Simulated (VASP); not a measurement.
# BPd4 in VASP: further runs

The runs below take BPd4 through single point, with PBE, PBE+D3(BJ).

Program: VASP 6.6.1. These are calculated values, not measurements. Logs are shortened: lines on timing, memory, paths and dates and some standing lists are left out, and cuts for length are marked.

### Step 1. The cell of the first run

It takes space group Pmm2 (No. 25, orthorhombic). The conventional cell has a = 2.892 Å, b = 4.365 Å, c = 5.856 Å, α = 90.00°, β = 90.00°, γ = 90.00°. Within 2.6 Å of B (site symmetry mm2) lie 5 Pd at 1.96 to 2.18 Å. Within 3.1 Å of Pd (site symmetry mm2) lie 2 B at 2.18 Å and 10 Pd at 2.89 to 3.07 Å. Within 3.6 Å of Pd (site symmetry mm2) lie 12 Pd at 2.73 to 3.47 Å. Pd (site symmetry mm2) has 2 B at 2.03 Å and 10 Pd at 2.77 to 2.99 Å within 3.0 Å. Pd (site symmetry mm2) has 1 B at 1.96 Å within 2.6 Å.

### Step 2. Single point, PBE

The input, INCAR:

```
ALGO = Normal ; EDIFF = 1E-7
ENCUT = 520 ; GGA = PE
ISIF = 2 ; ISMEAR = 0
LASPH = T ; LCHARG = T
LELF = T ; LREAL = F
LVHAR = T ; LWAVE = F
NBANDS = 30 ; NELM = 80
PREC = Accurate ; SIGMA = 0.1
```

The input, KPOINTS:

```
Automatic mesh
0
Gamma
  3 4 2
  0 0 0.5
```

The input, POSCAR:

```
BPd4
1.0
    2.8920299704      0.0000000000      0.0000000000
    0.0000000000      4.3650077954      0.0000000000
    0.0000000000      0.0000000000      5.8563150000
B Pd
1 4
Direct
    0.5000000000      0.0000000000      0.8632270000
    0.5000000000      0.5000000000      0.8675610000
    0.0000000000      0.5000000000      0.3291640000
    0.0000000000      0.0000000000      0.6194700000
    0.5000000000      0.0000000000      0.1975780000
```

Potentials or basis: VASP PAW PBE potentials, release 64 (B, Pd).

On the command line:

```sh
$ cat potpaw_PBE.64/B/POTCAR potpaw_PBE.64/Pd/POTCAR > POTCAR
$ mpirun -np 1 vasp_std > vasp.out
```

OUTCAR:

```text
EDIFF = 1E-7
   ENCUT = 520
   GGA = PE
   ISIF = 2
   ISMEAR = 0
   LASPH = T
   LREAL = F
   NELM = 80
   PREC = Accurate

 ion  position               nearest neighbor table
   1  0.500  0.000  0.863-   5 1.96   4 2.03   4 2.03   2 2.18   2 2.18
   2  0.500  0.500  0.868-   1 2.18   1 2.18   5 2.92   5 2.92   4 2.99   4 2.99   4 2.99   4 2.99
                             3 3.07   3 3.07
   3  0.000  0.500  0.329-   5 2.73   5 2.73   5 2.73   5 2.73   4 2.77   4 2.77   2 3.07   2 3.07

   4  0.000  0.000  0.619-   1 2.03   1 2.03   3 2.77   3 2.77   5 2.86   5 2.86   2 2.99   2 2.99
                             2 2.99   2 2.99
   5  0.500  0.000  0.198-   1 1.96   3 2.73   3 2.73   3 2.73   3 2.73   4 2.86   4 2.86   2 2.92
                             2 2.92

  LATTYP: Found a simple orthorhombic cell.
 ALAT       =     2.8920299704
 B/A-ratio  =     1.5093231537
 C/A-ratio  =     2.0249842014

  Lattice vectors:

 A1 = (   2.8920299704,   0.0000000000,   0.0000000000)
 A2 = (   0.0000000000,   4.3650077954,   0.0000000000)
 A3 = (   0.0000000000,   0.0000000000,   5.8563150000)

Analysis of symmetry for initial positions (statically):
=====================================================================
 Subroutine PRICEL returns:
 Original cell was already a primitive cell.

 Routine SETGRP: Setting up the symmetry group for a
 simple orthorhombic supercell.

 Subroutine GETGRP returns: Found  4 space group operations
 (whereof  4 operations were pure point group operations)
 out of a pool of  8 trial point group operations.

The static configuration has the point symmetry C_2v.

Analysis of symmetry for dynamics (positions and initial velocities):
=====================================================================
 Subroutine PRICEL returns:
 Original cell was already a primitive cell.

 Routine SETGRP: Setting up the symmetry group for a
 simple orthorhombic supercell.

 Subroutine GETGRP returns: Found  4 space group operations
 (whereof  4 operations were pure point group operations)
 out of a pool of  8 trial point group operations.

The dynamic configuration has the point symmetry C_2v.

 Subroutine INISYM returns: Found  4 space group operations
 (whereof  4 operations are pure point group operations),
 and found     1 'primitive' translations

----------------------------------------------------------------------------------------

                                     Primitive cell

  volume of cell :      73.9286

  direct lattice vectors                    reciprocal lattice vectors
     2.892029970  0.000000000  0.000000000     0.345777883  0.000000000  0.000000000
     0.000000000  4.365007795  0.000000000     0.000000000  0.229094665  0.000000000
     0.000000000  0.000000000  5.856315000     0.000000000  0.000000000  0.170755842

  length of vectors
     2.892029970  4.365007795  5.856315000     0.345777883  0.229094665  0.170755842

  position of ions in fractional coordinates (direct lattice)
     0.500000000  0.000000000  0.863227000
     0.500000000  0.500000000  0.867561000
     0.000000000  0.500000000  0.329164000
     0.000000000  0.000000000  0.619470000
     0.500000000  0.000000000  0.197578000

  ion indices of the primitive-cell ions
   primitive index   ion index
                 1           1
                 2           2
                 3           3
                 4           4
                 5           5

----------------------------------------------------------------------------------------

 KPOINTS: Automatic mesh

Automatic generation of k-mesh.
 Grid dimensions read from file:
 generate k-points for:    3    4    2

 Generating k-lattice:

  Cartesian coordinates                     Fractional coordinates (reciprocal lattice)
     0.115259294  0.000000000  0.000000000     0.333333333  0.000000000  0.000000000
     0.000000000  0.057273666  0.000000000     0.000000000  0.250000000  0.000000000
     0.000000000  0.000000000  0.085377921     0.000000000  0.000000000  0.500000000

  Length of vectors
     0.115259294  0.057273666  0.085377921

  Shift w.r.t. Gamma in fractional coordinates (k-lattice)
     0.000000000  0.000000000  0.500000000

 Subroutine IBZKPT returns following result:
 ===========================================

 Found      6 irreducible k-points:

 Following reciprocal coordinates:
            Coordinates               Weight
  0.000000  0.000000  0.250000      2.000000
  0.333333  0.000000  0.250000      4.000000
  0.000000  0.250000  0.250000      4.000000
  0.333333  0.250000  0.250000      8.000000
  0.000000  0.500000  0.250000      2.000000
  0.333333  0.500000  0.250000      4.000000
   k-points           NKPTS =      6   k-points in BZ     NKDIM =      6   number of bands    NBANDS=     30
   number of dos      NEDOS =    301   number of ions     NIONS =      5
   total plane-waves  NPLWV =  36864
   dimension x,y,z NGX =    24 NGY =   32 NGZ =   48
   dimension x,y,z NGXF=    48 NGYF=   64 NGZF=   96
   ions per type =               1   4
   NGX,Y,Z   is equivalent  to a cutoff of  13.80, 12.19, 13.63 a.u.
   NGXF,Y,Z  is equivalent  to a cutoff of  27.59, 24.38, 27.25 a.u.
 SYSTEM =  unknown system
   PREC   = accura    normal or accurate (medium, high low for compatibility)
   ISTART =      0    job   : 0-new  1-cont  2-samecut
   ICHARG =      2    charge: 1-file 2-atom 10-const
   ISPIN  =      1    spin polarized calculation?
   LNONCOLLINEAR =      F non collinear calculations
   LSORBIT =      F    spin-orbit coupling
   LASPH  =      T    aspherical Exc in radial PAW
   ENCUT  =  520.0 eV  38.22 Ry    6.18 a.u.   5.38  8.12 10.89*2*pi/ulx,y,z
   NELM   =     80;   NELMIN=  2; NELMDL= -5     # of ELM steps
   EDIFF  = 0.1E-06   stopping-criterion for ELM
   LREAL  =      F    real-space projection
   EDIFFG = 0.1E-05   stopping-criterion for IOM
   NSW    =      0    number of steps for IOM
   IBRION =     -1    ionic relax: 0-MD 1-quasi-New 2-CG
   NFREE  =      0    steps in history (QN), initial steepest desc. (CG)
   ISIF   =      2    stress and relaxation
   ISYM   =      2    0-nonsym 1-usesym 2-fastsym
   POTIM  = 0.5000    time-step for ionic-motion
   TEBEG  =    0.0;   TEEND  =   0.0 temperature during run
   PSTRESS=    0.0 pullay stress
   NELECT =      43.0000    total number of electrons
   NUPDOWN=      -1.0000    fix difference up-down
   EMIN   =  10.00;   EMAX   =-10.00  energy-range for DOS
   EFERMI =   0.00;   METHOD = LEGACY
   ISMEAR =     0;   SIGMA  =   0.10  broadening in eV -4-tet -1-fermi 0-gaus
   EFERMI_NEDOS =   21; number of points for ismear=-14 and -15
   IALGO  =     38    algorithm
   IMIX   =      4    mixing-type and parameters
     AMIX     =   0.40;   BMIX     =  1.00
     AMIX_MAG =   1.60;   BMIX_MAG =  1.00
  volume/ion in A,a.u.               =      14.79        99.78
  Fermi-wavevector in a.u.,A,eV,Ry     =   1.366554  2.582413 25.408482  1.867471
  Thomas-Fermi vector in A             =   2.492685
   LORBIT       =      0    0 simple, 1 ext, 2 COOP (PROOUT), +10 PAW based schemes
   GGA     = PE    functional components
   LHFCALC =     F    Hartree Fock is set to
   AEXX    =    0.0000 exact exchange contribution
   IVDW    =     0    specifies the selected vdW correction
   LEPSILON=     F    determine dielectric tensor
   LRPA    =     F    only Hartree local field effects (RPA)
 non-spin polarized calculation
 Gauss-broadening in eV      SIGMA  =   0.10
  energy-cutoff  :      520.00
  volume of cell :       73.93
 maximum number of plane-waves:      1996
 NGX is ok and might be reduce to    24
   NGX = 11   NGY = 17   NGZ = 21

 number of electron      42.9999999 magnetization

 Free energy of the ion-electron system (eV)
  ---------------------------------------------------
  ext. energy  EPLUGINS =         0.00000000
  ---------------------------------------------------
  free energy    TOTEN  =       -27.45375527 eV

  energy without entropy =      -27.43714317  energy(sigma->0) =      -27.44544922

 E-fermi :   8.0297     XC(G=0): -12.3079

 val. band max:        7.9837911616   @ k =   0.0000   0.2500   0.2500
 cond. band min:       8.0860431532   @ k =   0.3333   0.0000   0.2500
 fundamental gap:      0.1022519916
 Fermi energy:         8.0296680879

 k-point     1 :       0.0000    0.0000    0.2500
  band No.  band energies     occupation
      1      -1.3128      2.00000
      2       2.2775      2.00000
      3       2.8468      2.00000
      4       3.5355      2.00000
      5       3.6207      2.00000
      6       4.0113      2.00000
[... 22 lines left out ...]
     29      16.8419      0.00000
     30      18.1288      0.00000

 k-point     2 :       0.3333    0.0000    0.2500
  band No.  band energies     occupation
      1      -0.3875      2.00000
      2       2.7373      2.00000
      3       3.4373      2.00000
      4       3.6166      2.00000
      5       3.9739      2.00000
      6       3.9763      2.00000
[... 22 lines left out ...]
     29      15.9362      0.00000
     30      17.6811      0.00000

 k-point     3 :       0.0000    0.2500    0.2500
  band No.  band energies     occupation
      1      -0.9308      2.00000
      2       2.2519      2.00000
      3       2.9042      2.00000
      4       3.2193      2.00000
      5       3.8099      2.00000
      6       4.0984      2.00000
[... 22 lines left out ...]
     29      17.4488      0.00000
     30      19.3939      0.00000

 k-point     4 :       0.3333    0.2500    0.2500
  band No.  band energies     occupation
      1      -0.0335      2.00000
      2       2.5886      2.00000
      3       3.1368      2.00000
      4       3.4748      2.00000
      5       3.9795      2.00000
      6       4.0420      2.00000
[... 22 lines left out ...]
     29      17.1741      0.00000
     30      17.8601      0.00000

 k-point     5 :       0.0000    0.5000    0.2500
  band No.  band energies     occupation
      1      -0.3680      2.00000
      2       2.0814      2.00000
      3       2.2534      2.00000
      4       3.7438      2.00000
      5       3.7932      2.00000
      6       4.0786      2.00000
[... 22 lines left out ...]
     29      18.1728      0.00000
     30      20.1609      0.00000

 k-point     6 :       0.3333    0.5000    0.2500
  band No.  band energies     occupation
      1       0.5027      2.00000
      2       2.4756      2.00000
      3       2.4974      2.00000
      4       3.3132      2.00000
      5       3.7129      2.00000
      6       4.2228      2.00000
[... 22 lines left out ...]
     29      16.8718      0.00000
     30      17.7931      0.00000

------------------------ aborting loop because EDIFF is reached ----------------------------------------

  FORCE on cell =-STRESS in cart. coord.  units (eV):
  Direction    XX          YY          ZZ          XY          YZ          ZX
  --------------------------------------------------------------------------------------
  -------------------------------------------------------------------------------------
  Total        1.3259644     -0.9249104     -1.8623664      0.0000000      0.0000000      0.0000000
  in kB       28.7362575    -20.0446271    -40.3611435      0.0000000      0.0000000      0.0000000
  external PRESSURE =     -10.5565044 kB  Pullay stress =       0.0000000 kB

 VOLUME and BASIS-vectors are now :
 -----------------------------------------------------------------------------
  energy-cutoff  :      520.00
  volume of cell :       73.93
      direct lattice vectors                 reciprocal lattice vectors
     2.892029970  0.000000000  0.000000000     0.345777883  0.000000000  0.000000000
     0.000000000  4.365007795  0.000000000     0.000000000  0.229094665  0.000000000
     0.000000000  0.000000000  5.856315000     0.000000000  0.000000000  0.170755842

 POSITION                                       TOTAL-FORCE (eV/Angst)
 -----------------------------------------------------------------------------------
      1.44601      0.00000      5.05533         0.000000      0.000000      0.040393
      1.44601      2.18250      5.08071         0.000000      0.000000      0.012578
      0.00000      2.18250      1.92769         0.000000      0.000000     -0.080315
      0.00000      0.00000      3.62781         0.000000      0.000000      0.307010
      1.44601      0.00000      1.15708         0.000000      0.000000     -0.279667
 -----------------------------------------------------------------------------------
    total drift:                                0.000000     -0.000000     -0.000103

  FREE ENERGIE OF THE ION-ELECTRON SYSTEM (eV)
  ---------------------------------------------------
  free  energy   TOTEN  =       -27.4537552652 eV

  energy  without entropy=      -27.4371431665  energy(sigma->0) =      -27.44544922
```

Wall time 21 s (1 thread of AMD EPYC 7R13, shared host); peak memory 0.15 GiB.

What came out:

```
Free energy            : -27.4538 eV
Pressure               : -1.1 GPa
Largest force          : 0.307 eV/Å
Band gap on the k mesh : zero (an odd number of electrons rules out a gap without spin polarisation)
```

Forces in eV/Å, atoms in the order of the input:
```
B    0.000  0.000  0.040
Pd   0.000  0.000  0.013
Pd   0.000  0.000 -0.080
Pd   0.000  0.000  0.307
Pd   0.000  0.000 -0.280
```

Caveat: the k points lie up to 0.72 Å⁻¹ apart, too coarse for converged energies and pressures of a metal.

### Step 3. Single point, PBE

This run uses another cell than the first one, of 15.20 Å³/atom.

The input, INCAR:

```
SYSTEM = BPd4
ALGO = Normal ; EDIFF = 1E-6
ENCUT = 520 ; GGA = PE
ISIF = 2 ; ISMEAR = 0
LASPH = .TRUE. ; LCHARG = .FALSE.
LREAL = .FALSE. ; LWAVE = .FALSE.
NBANDS = 30 ; NELM = 60
PREC = Accurate ; SIGMA = 0.1
```

The input, KPOINTS:

```
k-points
0
G
  4 2 2
  0 0 0
```

POSCAR: that of step 2 with these lines changed.

```diff
@@ -2,5 +2,5 @@
 1.0
-    2.8920299704      0.0000000000      0.0000000000
-    0.0000000000      4.3650077954      0.0000000000
-    0.0000000000      0.0000000000      5.8563150000
+    2.9403533852     -0.0220771591     -0.0002684521
+   -0.0333215674      4.3442742933     -0.0157486110
+   -0.0005436112     -0.0211291323      5.9509654500
 B Pd
```

Potentials or basis: VASP PAW PBE potentials, release 64 (B, Pd).

On the command line:

```sh
$ cat potpaw_PBE.64/B/POTCAR potpaw_PBE.64/Pd/POTCAR > POTCAR
$ mpirun -np 1 vasp_std > vasp.out
```

OUTCAR:

```text
SYSTEM = BPd4
   EDIFF = 1E-6
   ENCUT = 520
   GGA = PE
   ISIF = 2
   ISMEAR = 0
   LASPH = .TRUE.
   LREAL = .FALSE.
   NELM = 60
   PREC = Accurate

 ion  position               nearest neighbor table
   1  0.500  0.000  0.863-   5 1.99   4 2.07   4 2.07   2 2.17   2 2.17
   2  0.500  0.500  0.868-   1 2.17   1 2.17   5 2.92   5 2.94   4 2.99   4 3.00   4 3.02   4 3.03
                             3 3.12   3 3.12
   3  0.000  0.500  0.329-   5 2.72   5 2.72   5 2.75   5 2.76   4 2.77   4 2.79   2 3.12   2 3.12

[... 594 lines left out ...]
  --------------------------------------------------------------------------------------
  -------------------------------------------------------------------------------------
  Total       -4.0064341      0.3571681     -2.5175104      0.2565603      0.1244390      0.0060095
  in kB      -84.4490955      7.5285200    -53.0650126      5.4078733      2.6229710      0.1266707
  external PRESSURE =     -43.3285294 kB  Pullay stress =       0.0000000 kB

 VOLUME and BASIS-vectors are now :
 -----------------------------------------------------------------------------
  energy-cutoff  :      520.00
  volume of cell :       76.01
      direct lattice vectors                 reciprocal lattice vectors
     2.940353385 -0.022077159 -0.000268452     0.340114768  0.002608903  0.000040332
    -0.033321567  4.344274293 -0.015748611     0.001728525  0.230204265  0.000817507
    -0.000543611 -0.021129132  5.950965450     0.000019917  0.000609329  0.168042126

 POSITION                                       TOTAL-FORCE (eV/Angst)
 -----------------------------------------------------------------------------------
      1.46971     -0.02928      5.13690         0.001319     -0.000838     -0.034270
      1.45304      2.14277      5.15482         0.001527     -0.004962      0.159225
     -0.01684      2.16518      1.95097         0.003822      0.012412     -0.031464
     -0.00034     -0.01309      3.68644        -0.002808      0.011023      0.190852
      1.47007     -0.01521      1.17565        -0.003860     -0.017635     -0.284343
 -----------------------------------------------------------------------------------
    total drift:                                0.000026     -0.000069      0.000263

  FREE ENERGIE OF THE ION-ELECTRON SYSTEM (eV)
  ---------------------------------------------------
  free  energy   TOTEN  =       -27.3782327804 eV

  energy  without entropy=      -27.3628795863  energy(sigma->0) =      -27.37055618
```

Run time: 34 s. Hardware: 1 thread of AMD EPYC 7R13, shared host; peak memory 0.16 GiB.

Results:

```yaml
Free_energy: -27.3782 eV
Pressure: -4.3 GPa
Largest_force: 0.285 eV/Å
Band_gap_on_the_k_mesh: zero (an odd number of electrons rules out a gap without spin polarisation)
```

Forces on the atoms (eV/Å):
```
B    0.001 -0.001 -0.034
Pd   0.002 -0.005  0.159
Pd   0.004  0.012 -0.031
Pd  -0.003  0.011  0.191
Pd  -0.004 -0.018 -0.284
```

Caveat: the k points lie up to 0.72 Å⁻¹ apart, too coarse for converged energies and pressures of a metal.

[end of part 1 of 2]
